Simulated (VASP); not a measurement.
A run of VASP 6.6.1 is set up as follows.

File INCAR:

```
SYSTEM = Ag
PREC     = Accurate       ! precision mode
ENCUT    = 520            ! plane-wave cutoff, eV
EDIFF    = 1E-7           ! SCF threshold, eV
ISMEAR   = -1             ! smearing method
SIGMA    = 0.05           ! smearing width, eV
LREAL    = .FALSE.        ! projectors in reciprocal space
LASPH    = .TRUE.         ! aspherical terms in the spheres
NELM     = 80             ! most SCF steps
ALGO     = Normal         ! electronic algorithm
ISIF     = 2              ! what is computed and relaxed
LWAVE    = .FALSE.        ! write WAVECAR
LCHARG   = .FALSE.        ! write CHGCAR
GGA      = PE             ! functional
NBANDS   = 18             ! bands
```

File KPOINTS:

```
Automatic mesh
0
G
  18 18 10
  0 0 0
```

File POSCAR:

```
Ag
1.0
    2.9300000000      0.0000000000      0.0000000000
   -1.4650000000      2.5374544331      0.0000000000
    0.0000000000      0.0000000000      4.6463000000
Ag
2
Direct
    0.3333333333      0.6666666667      0.2500000000
    0.6666666667      0.3333333333      0.7500000000
```

Potentials or basis: VASP PAW PBE potentials, release 64 (Ag).

Run with:

```bash
$ cat potpaw_PBE.64/Ag/POTCAR > POTCAR
$ mpirun -np 1 vasp_std > vasp.out
```

Q: Estimate the pressure.

A: 3.5 GPa.

Q: Predict the band gap on the k mesh.

A: Zero (bands 11 and 12 overlap by 7.33 eV).

Stress tensor (GPa, compression positive):
```
2.48 0.00 0.00
0.00 2.48 0.00
0.00 0.00 5.50
```

Caveat: the cell differs from its parent crystal (z stretched by -3 %, then relaxed in part); the cell stands under pressure.
